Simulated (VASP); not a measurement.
# P (P6/mmm) in VASP: further runs

Runs on P. Level: PBE. Tasks: single point.

Everything below comes from runs of VASP 6.6.1. Logs are shortened: lines on timing, memory, paths and dates and some standing lists are left out, and cuts for length are marked.

### 1 The cell of the first run

It takes space group P6/mmm (No. 191, hexagonal). The conventional cell has a = 2.312 Å, b = 2.312 Å, c = 2.164 Å, α = 90.00°, β = 90.00°, γ = 120.00°. Within 2.9 Å of P (site symmetry 6/mmm) lie 8 P at 2.16 to 2.31 Å.

### 2 Single point, PBE (volume scaled by 0.68)

INCAR

```
PREC     = Accurate       # precision mode
ENCUT    = 520            # plane-wave cutoff, eV
EDIFF    = 1E-7           # SCF threshold, eV
ISMEAR   = -1             # smearing method
SIGMA    = 0.05           # smearing width, eV
LREAL    = False          # projectors in reciprocal space
LASPH    = True           # aspherical terms in the spheres
NELM     = 80             # most SCF steps
ALGO     = Normal         # electronic algorithm
ISIF     = 2              # what is computed and relaxed
LWAVE    = False          # write WAVECAR
LCHARG   = False          # write CHGCAR
GGA      = PE             # functional
NBANDS   = 8              # bands
```

KPOINTS

```
regular mesh
0
Gamma
  18 18 17
```

POSCAR

```
P
1.0
    2.3122596913      0.0000000000      0.0000000000
   -1.1561298457      2.0024756328      0.0000000000
    0.0000000000      0.0000000000      2.1644698320
P
1
Direct
    0.0000000000      0.0000000000      0.0000000000
```

Potentials or basis: VASP PAW PBE potentials, release 64 (P).

Run with:

```
cat potpaw_PBE.64/P/POTCAR > POTCAR
mpirun -np 1 vasp_std > vasp.out
```

OUTCAR:

```text
PREC = Accurate
   ENCUT = 520
   EDIFF = 1E-7
   ISMEAR = -1
   LREAL = False
   LASPH = True
   NELM = 80
   ISIF = 2
   GGA = PE

 ion  position               nearest neighbor table
   1  0.000  0.000  0.000-

  LATTYP: Found a hexagonal cell.
 ALAT       =     2.3122596913
 C/A-ratio  =     0.9360842297

  Lattice vectors:

 A1 = (   2.3122596913,   0.0000000000,   0.0000000000)
 A2 = (  -1.1561298457,   2.0024756328,   0.0000000000)
 A3 = (   0.0000000000,   0.0000000000,   2.1644698320)

Analysis of symmetry for initial positions (statically):
=====================================================================
 Subroutine PRICEL returns:
 Original cell was already a primitive cell.

 Routine SETGRP: Setting up the symmetry group for a
 hexagonal supercell.

 Subroutine GETGRP returns: Found 24 space group operations
 (whereof 24 operations were pure point group operations)
 out of a pool of 24 trial point group operations.

The static configuration has the point symmetry D_6h.

Analysis of symmetry for dynamics (positions and initial velocities):
=====================================================================
 Subroutine PRICEL returns:
 Original cell was already a primitive cell.

 Routine SETGRP: Setting up the symmetry group for a
 hexagonal supercell.

 Subroutine GETGRP returns: Found 24 space group operations
 (whereof 24 operations were pure point group operations)
 out of a pool of 24 trial point group operations.

The dynamic configuration has the point symmetry D_6h.

 Subroutine INISYM returns: Found 24 space group operations
 (whereof 24 operations are pure point group operations),
 and found     1 'primitive' translations

----------------------------------------------------------------------------------------

                                     Primitive cell

  volume of cell :      10.0220

  direct lattice vectors                    reciprocal lattice vectors
     2.312259691  0.000000000  0.000000000     0.432477374  0.249690928  0.000000000
    -1.156129846  2.002475633  0.000000000     0.000000000  0.499381857  0.000000000
     0.000000000  0.000000000  2.164469832     0.000000000  0.000000000  0.462006901

  length of vectors
     2.312259691  2.312259691  2.164469832     0.499381857  0.499381857  0.462006901
[... 77 lines left out ...]
   ENCUT  =  520.0 eV  38.22 Ry    6.18 a.u.   4.30  4.30  4.02*2*pi/ulx,y,z
   NELM   =     80;   NELMIN=  2; NELMDL= -5     # of ELM steps
   EDIFF  = 0.1E-06   stopping-criterion for ELM
   LREAL  =      F    real-space projection
   EDIFFG = 0.1E-05   stopping-criterion for IOM
   NSW    =      0    number of steps for IOM
   IBRION =     -1    ionic relax: 0-MD 1-quasi-New 2-CG
   NFREE  =      0    steps in history (QN), initial steepest desc. (CG)
   ISIF   =      2    stress and relaxation
   ISYM   =      2    0-nonsym 1-usesym 2-fastsym
   POTIM  = 0.5000    time-step for ionic-motion
   TEBEG  =    0.0;   TEEND  =   0.0 temperature during run
   PSTRESS=    0.0 pullay stress
   NELECT =       5.0000    total number of electrons
   NUPDOWN=      -1.0000    fix difference up-down
   EMIN   =  10.00;   EMAX   =-10.00  energy-range for DOS
   EFERMI =   0.00;   METHOD = LEGACY
   ISMEAR =    -1;   SIGMA  =   0.05  broadening in eV -4-tet -1-fermi 0-gaus
   EFERMI_NEDOS =   21; number of points for ismear=-14 and -15
   IALGO  =     38    algorithm
   IMIX   =      4    mixing-type and parameters
     AMIX     =   0.40;   BMIX     =  1.00
     AMIX_MAG =   1.60;   BMIX_MAG =  1.00
  volume/ion in A,a.u.               =      10.02        67.63
  Fermi-wavevector in a.u.,A,eV,Ry     =   1.298414  2.453646 22.937759  1.685878
  Thomas-Fermi vector in A             =   2.429743
   LORBIT       =      0    0 simple, 1 ext, 2 COOP (PROOUT), +10 PAW based schemes
   GGA     = PE    functional components
   LHFCALC =     F    Hartree Fock is set to
   AEXX    =    0.0000 exact exchange contribution
   IVDW    =     0    specifies the selected vdW correction
   LEPSILON=     F    determine dielectric tensor
   LRPA    =     F    only Hartree local field effects (RPA)
 non-spin polarized calculation
  energy-cutoff  :      520.00
  volume of cell :       10.02
 maximum number of plane-waves:       284
 NGX is ok and might be reduce to    18

 number of electron       4.9999998 magnetization

 Free energy of the ion-electron system (eV)
  ---------------------------------------------------
  ext. energy  EPLUGINS =         0.00000000
  ---------------------------------------------------
  free energy    TOTEN  =        -4.12853166 eV

  energy without entropy =       -4.12531402  energy(sigma->0) =       -4.12692284

 E-fermi :  16.0962     XC(G=0): -13.0848

 val. band max:       16.0908365436   @ k =   0.3333   0.3333   0.4118
 cond. band min:      16.1371954275   @ k =   0.2222   0.1667   0.3529
 fundamental gap:      0.0463588839
 Fermi energy:        16.0962202567

 k-point     1 :       0.0000    0.0000    0.0000
  band No.  band energies     occupation
      1      -5.0262      2.00000
      2      22.2025      0.00000
      3      23.1208      0.00000
      4      25.6689      0.00000
      5      25.6689      0.00000
      6      28.3326      0.00000
      7      28.3326      0.00000
      8      35.7680      0.00000
[... 243 lines left out ...]
 k-point    24 :       0.3889    0.1111    0.0000
  band No.  band energies     occupation
      1       2.1579      2.00000
      2       6.0406      2.00000
      3      15.1689      2.00000
      4      25.4404      0.00000
      5      28.7507      0.00000
      6      33.3734      0.00000
      7      34.2624      0.00000
      8      38.6815      0.00000

 [... further k-points ...]

------------------------ aborting loop because EDIFF is reached ----------------------------------------

  FORCE on cell =-STRESS in cart. coord.  units (eV):
  Direction    XX          YY          ZZ          XY          YZ          ZX
  --------------------------------------------------------------------------------------
  -------------------------------------------------------------------------------------
  Total        4.5122592      4.5122592      4.5147474     -0.0000000      0.0000000      0.0000000
  in kB      721.3553095    721.3553095    721.7530852     -0.0000000      0.0000000      0.0000000
  external PRESSURE =     721.4879014 kB  Pullay stress =       0.0000000 kB

 VOLUME and BASIS-vectors are now :
 -----------------------------------------------------------------------------
  energy-cutoff  :      520.00
  volume of cell :       10.02
      direct lattice vectors                 reciprocal lattice vectors
     2.312259691  0.000000000  0.000000000     0.432477374  0.249690928  0.000000000
    -1.156129846  2.002475633  0.000000000     0.000000000  0.499381857  0.000000000
     0.000000000  0.000000000  2.164469832     0.000000000  0.000000000  0.462006901

 POSITION                                       TOTAL-FORCE (eV/Angst)
 -----------------------------------------------------------------------------------
      0.00000      0.00000      0.00000         0.000000      0.000000      0.000000
 -----------------------------------------------------------------------------------
    total drift:                               -0.000000      0.000000     -0.000000

  FREE ENERGIE OF THE ION-ELECTRON SYSTEM (eV)
  ---------------------------------------------------
  free  energy   TOTEN  =        -4.1285316614 eV

  energy  without entropy=       -4.1253140212  energy(sigma->0) =       -4.12692284
```

Wall time 10 s (1 thread of Intel Xeon Platinum 8559C (Emerald Rapids), shared host); peak memory 0.12 GiB.

Results:

- Free energy: -4.1285 eV
- Pressure: 72.1 GPa

Caveat: the cell differs from its parent crystal (volume scaled by 0.68).

### 3 Single point, PBE

This run uses another cell than the first one, of 11.20 Å³/atom, 1.118 times its volume.

INCAR, as its differences from that of step 2:

```diff
@@ -7,3 +7,3 @@
 LASPH    = True           # aspherical terms in the spheres
-NELM     = 80             # most SCF steps
+NELM     = 60             # most SCF steps
 ALGO     = Normal         # electronic algorithm
```

KPOINTS

```
Automatic mesh
0
Gamma
  18 18 17
```

POSCAR

```
P
1.0
    2.4009736624      0.0000000000      0.0000000000
   -1.2004868312      2.0793041855      0.0000000000
    0.0000000000      0.0000000000      2.2436475796
P
1
Direct
    0.0000000000      0.0000000000      0.0000000000
```

Potentials or basis: VASP PAW PBE potentials, release 64 (P).

Run with:

```
cat potpaw_PBE.64/P/POTCAR > POTCAR
mpirun -np 1 vasp_std > vasp.out
```

It took 11 s on 1 thread of Intel Xeon Platinum 8559C (Emerald Rapids), shared host; peak memory 0.12 GiB.

Results (log left out):

| Quantity | Value |
| --- | --- |
| Free energy | -4.5404 eV |
| Pressure | 42.0 GPa |

Levels at points of the mesh, in eV from the Fermi level:
```csv
k point,band 1,band 2,band 3,band 4,band 5,band 6,band 7
"(0.00, 0.00, 0.00)",-19.69,6.29,6.31,8.30,8.30,11.93,11.93
"(0.50, 0.00, 0.00)",-12.32,-10.84,2.66,5.07,11.43,15.67,17.20
```

### 4 Single point, PBE

INCAR

```
SYSTEM = P
  PREC = Accurate
  ENCUT = 520
  EDIFF = 1E-7
  ISMEAR = -1
  SIGMA = 0.05
  LREAL = .False.
  LASPH = .True.
  NELM = 100
  ALGO = Normal
  ISIF = 2
  LWAVE = .False.
  LCHARG = .False.
  GGA = PE
  NBANDS = 8
```

KPOINTS

```
regular mesh
0
Gamma
  18 18 17
  0 0 0
```

POSCAR

```
P
1.0
    2.4009736624      0.0000000000      0.0000000000
   -1.2004868312      2.0793041854      0.0000000000
    0.0000000000      0.0000000000      2.2436475796
P
1
Direct
    0.0000000000      0.0000000000      0.0000000000
```

Potentials or basis: VASP PAW PBE potentials, release 64 (P).

Run with:

```
cat potpaw_PBE.64/P/POTCAR > POTCAR
mpirun -np 1 vasp_std > vasp.out
```

OUTCAR:

```text
SYSTEM = P
   PREC = Accurate
   ENCUT = 520
   EDIFF = 1E-7
   ISMEAR = -1
   LREAL = .False.
   LASPH = .True.
   NELM = 100
   ISIF = 2
   GGA = PE

 ion  position               nearest neighbor table
   1  0.000  0.000  0.000-

  LATTYP: Found a hexagonal cell.
 ALAT       =     2.4009736624
 C/A-ratio  =     0.9344740489

  Lattice vectors:

 A1 = (   2.4009736624,   0.0000000000,   0.0000000000)
 A2 = (  -1.2004868312,   2.0793041854,   0.0000000000)
 A3 = (   0.0000000000,   0.0000000000,   2.2436475796)

Analysis of symmetry for initial positions (statically):
=====================================================================
 Subroutine PRICEL returns:
 Original cell was already a primitive cell.

 Routine SETGRP: Setting up the symmetry group for a
 hexagonal supercell.

 Subroutine GETGRP returns: Found 24 space group operations
 (whereof 24 operations were pure point group operations)
 out of a pool of 24 trial point group operations.

The static configuration has the point symmetry D_6h.

Analysis of symmetry for dynamics (positions and initial velocities):
=====================================================================
 Subroutine PRICEL returns:
 Original cell was already a primitive cell.

 Routine SETGRP: Setting up the symmetry group for a
 hexagonal supercell.

 Subroutine GETGRP returns: Found 24 space group operations
 (whereof 24 operations were pure point group operations)
 out of a pool of 24 trial point group operations.

The dynamic configuration has the point symmetry D_6h.

 Subroutine INISYM returns: Found 24 space group operations
 (whereof 24 operations are pure point group operations),
 and found     1 'primitive' translations

----------------------------------------------------------------------------------------

                                     Primitive cell

  volume of cell :      11.2011

  direct lattice vectors                    reciprocal lattice vectors
     2.400973662  0.000000000  0.000000000     0.416497697  0.240465057  0.000000000
    -1.200486831  2.079304185  0.000000000     0.000000000  0.480930115  0.000000000
     0.000000000  0.000000000  2.243647580     0.000000000  0.000000000  0.445702796

  length of vectors
     2.400973662  2.400973662  2.243647580     0.480930115  0.480930115  0.445702796

  position of ions in fractional coordinates (direct lattice)
     0.000000000  0.000000000  0.000000000

  ion indices of the primitive-cell ions
   primitive index   ion index
                 1           1

----------------------------------------------------------------------------------------

 KPOINTS: regular mesh

Automatic generation of k-mesh.
 Grid dimensions read from file:
 generate k-points for:   18   18   17

 Generating k-lattice:

  Cartesian coordinates                     Fractional coordinates (reciprocal lattice)
     0.023138761  0.013359170  0.000000000     0.055555556 -0.000000000  0.000000000
     0.000000000  0.026718340  0.000000000     0.000000000  0.055555556  0.000000000
     0.000000000  0.000000000  0.026217812     0.000000000  0.000000000  0.058823529

  Length of vectors
     0.026718340  0.026718340  0.026217812

  Shift w.r.t. Gamma in fractional coordinates (k-lattice)
     0.000000000  0.000000000  0.000000000

 Subroutine IBZKPT returns following result:
 ===========================================

 Found    333 irreducible k-points:

 Following reciprocal coordinates:
            Coordinates               Weight
  0.000000  0.000000  0.000000      1.000000
  0.055556  0.000000  0.000000      6.000000
  0.111111  0.000000  0.000000      6.000000
  0.166667  0.000000  0.000000      6.000000
  0.222222  0.000000  0.000000      6.000000
  0.277778  0.000000  0.000000      6.000000
[... 16 lines left out ...]
  0.333333  0.111111  0.000000     12.000000
  0.388889  0.111111  0.000000     12.000000
 [... further k-points ...]
   k-points           NKPTS =    333   k-points in BZ     NKDIM =    333   number of bands    NBANDS=      8
   number of dos      NEDOS =    301   number of ions     NIONS =      1
   total plane-waves  NPLWV =   5832
   dimension x,y,z NGX =    18 NGY =   18 NGZ =   18
   dimension x,y,z NGXF=    36 NGYF=   36 NGZF=   36
   ions per type =               1
   NGX,Y,Z   is equivalent  to a cutoff of  12.46, 12.46, 13.34 a.u.
   NGXF,Y,Z  is equivalent  to a cutoff of  24.93, 24.93, 26.67 a.u.
 SYSTEM =  P
   PREC   = accura    normal or accurate (medium, high low for compatibility)
   ISTART =      0    job   : 0-new  1-cont  2-samecut
   ICHARG =      2    charge: 1-file 2-atom 10-const
   ISPIN  =      1    spin polarized calculation?
   LNONCOLLINEAR =      F non collinear calculations
   LSORBIT =      F    spin-orbit coupling
   LASPH  =      T    aspherical Exc in radial PAW
   ENCUT  =  520.0 eV  38.22 Ry    6.18 a.u.   4.46  4.46  4.17*2*pi/ulx,y,z
   NELM   =    100;   NELMIN=  2; NELMDL= -5     # of ELM steps
   EDIFF  = 0.1E-06   stopping-criterion for ELM
   LREAL  =      F    real-space projection
   EDIFFG = 0.1E-05   stopping-criterion for IOM
   NSW    =      0    number of steps for IOM
   IBRION =     -1    ionic relax: 0-MD 1-quasi-New 2-CG
   NFREE  =      0    steps in history (QN), initial steepest desc. (CG)
   ISIF   =      2    stress and relaxation
   ISYM   =      2    0-nonsym 1-usesym 2-fastsym
   POTIM  = 0.5000    time-step for ionic-motion
   TEBEG  =    0.0;   TEEND  =   0.0 temperature during run
   PSTRESS=    0.0 pullay stress
   NELECT =       5.0000    total number of electrons
   NUPDOWN=      -1.0000    fix difference up-down
   EMIN   =  10.00;   EMAX   =-10.00  energy-range for DOS
   EFERMI =   0.00;   METHOD = LEGACY
   ISMEAR =    -1;   SIGMA  =   0.05  broadening in eV -4-tet -1-fermi 0-gaus
   EFERMI_NEDOS =   21; number of points for ismear=-14 and -15
   IALGO  =     38    algorithm
   IMIX   =      4    mixing-type and parameters
     AMIX     =   0.40;   BMIX     =  1.00
     AMIX_MAG =   1.60;   BMIX_MAG =  1.00
  volume/ion in A,a.u.               =      11.20        75.59
  Fermi-wavevector in a.u.,A,eV,Ry     =   1.251156  2.364342 21.298444  1.565391
  Thomas-Fermi vector in A             =   2.385117
   LORBIT       =      0    0 simple, 1 ext, 2 COOP (PROOUT), +10 PAW based schemes
   GGA     = PE    functional components
   LHFCALC =     F    Hartree Fock is set to
   AEXX    =    0.0000 exact exchange contribution
   IVDW    =     0    specifies the selected vdW correction
   LEPSILON=     F    determine dielectric tensor
   LRPA    =     F    only Hartree local field effects (RPA)
 non-spin polarized calculation
  energy-cutoff  :      520.00
  volume of cell :       11.20
 maximum number of plane-waves:       320
 NGX is ok and might be reduce to    18

 number of electron       5.0000001 magnetization

 Free energy of the ion-electron system (eV)
  ---------------------------------------------------
  ext. energy  EPLUGINS =         0.00000000
  ---------------------------------------------------
  free energy    TOTEN  =        -4.54038734 eV

  energy without entropy =       -4.53594558  energy(sigma->0) =       -4.53816646

 E-fermi :  14.1056     XC(G=0): -12.5623

 val. band max:       14.1019676179   @ k =   0.4444   0.1111   0.2353
 cond. band min:      14.1100966348   @ k =   0.2778   0.1111   0.0588
 fundamental gap:      0.0081290169
 Fermi energy:        14.1056263006

 k-point     1 :       0.0000    0.0000    0.0000
  band No.  band energies     occupation
      1      -5.5833      2.00000
      2      20.3982      0.00000
      3      20.4157      0.00000
      4      22.4018      0.00000
      5      22.4018      0.00000
      6      26.0342      0.00000
      7      26.0342      0.00000
      8      33.1547      0.00000
[... 243 lines left out ...]
 k-point    24 :       0.3889    0.1111    0.0000
  band No.  band energies     occupation
      1       0.9940      2.00000
      2       4.8022      2.00000
      3      13.2827      2.00000
      4      23.0644      0.00000
      5      25.3126      0.00000
      6      30.6025      0.00000
      7      30.9141      0.00000
      8      35.4946      0.00000

 [... further k-points ...]

------------------------ aborting loop because EDIFF is reached ----------------------------------------

  FORCE on cell =-STRESS in cart. coord.  units (eV):
  Direction    XX          YY          ZZ          XY          YZ          ZX
  --------------------------------------------------------------------------------------
  -------------------------------------------------------------------------------------
  Total        2.9355851      2.9355851      2.9322201      0.0000000      0.0000000      0.0000000
  in kB      419.8993386    419.8993385    419.4180233      0.0000000      0.0000000      0.0000000
  external PRESSURE =     419.7389001 kB  Pullay stress =       0.0000000 kB

 VOLUME and BASIS-vectors are now :
 -----------------------------------------------------------------------------
  energy-cutoff  :      520.00
  volume of cell :       11.20
      direct lattice vectors                 reciprocal lattice vectors
     2.400973662  0.000000000  0.000000000     0.416497697  0.240465057  0.000000000
    -1.200486831  2.079304185  0.000000000     0.000000000  0.480930115  0.000000000
     0.000000000  0.000000000  2.243647580     0.000000000  0.000000000  0.445702796

 POSITION                                       TOTAL-FORCE (eV/Angst)
 -----------------------------------------------------------------------------------
      0.00000      0.00000      0.00000         0.000000      0.000000      0.000000
 -----------------------------------------------------------------------------------
    total drift:                               -0.000000      0.000000      0.000000

  FREE ENERGIE OF THE ION-ELECTRON SYSTEM (eV)
  ---------------------------------------------------
  free  energy   TOTEN  =        -4.5403873438 eV

  energy  without entropy=       -4.5359455771  energy(sigma->0) =       -4.53816646
```

stdout:

```text
POSCAR found type information on POSCAR P
 POSCAR found :  1 types and       1 ions
 scaLAPACK will be used
 LDA part: xc-table for (Slater+PW92), standard interpolation
 POSCAR, INCAR and KPOINTS ok, starting setup
 FFT: planning ... GRIDC
 FFT: planning ... GRID_SOFT
 FFT: planning ... GRID
 WAVECAR not read
 entering main loop
```

Wall time 11 s (1 thread of Intel Xeon Platinum 8559C (Emerald Rapids), shared host); peak memory 0.13 GiB.

What came out:

| Item | Value |
| --- | --- |
| Free energy | -4.5404 eV |
| Pressure | 42.0 GPa |
